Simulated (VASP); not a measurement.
Write the native input for VASP 6.6.1 that does the following.

```
Task                   : single point
Functional             : revPBE
Potentials or basis    : VASP PAW PBE potentials, release 64 (Hf_pv)
Cutoff                 : 520 eV
k mesh                 : 18 × 18 × 18
Occupations            : fermi-dirac, width 0.1 eV
Spin                   : no spin polarisation
Dipole correction      : no
Further INCAR settings : ALGO = Normal; EDIFF = 1e-06; NBANDS = 11
```

The structure of Hf lies in POSCAR:

```
Hf
1.0
    2.9403448226      0.0000000000      0.0000000000
    0.0000000000      2.9403448226      0.0000000000
    0.0000000000      0.0000000000      2.9403448226
Hf
1
Direct
    0.0000000000      0.0000000000      0.0000000000
```

These files were run (other wordings do the same):

INCAR

```
SYSTEM = Hf
PREC = Accurate ; ENCUT = 520
EDIFF = 1E-6 ; ISMEAR = -1
SIGMA = 0.1 ; LREAL = .FALSE.
LASPH = .TRUE. ; NELM = 100
ALGO = Normal ; ISIF = 2
LWAVE = .FALSE. ; LCHARG = .FALSE.
GGA = RE ; NBANDS = 11
```

KPOINTS

```
regular mesh
0
G
  18 18 18
  0 0 0
```

Potentials or basis: VASP PAW PBE potentials, release 64 (Hf_pv).

The run is started by

```sh
$ cat potpaw_PBE.64/Hf_pv/POTCAR > POTCAR
$ mpirun -np 1 vasp_std > vasp.out
```

It gave:

The pressure is -0.3 GPa. The band gap on the k mesh is zero (band 5 reaches 4.56 eV, above the bottom of band 6 at 2.37 eV).

Caveat: the PAW data sets were made with another functional, which shifts forces and pressure a little; spin-orbit coupling is left out, which moves the levels of the heavy elements.

It used 22 s of CPU time on 1 thread of Intel Xeon 6975P-C, with other jobs on the host.
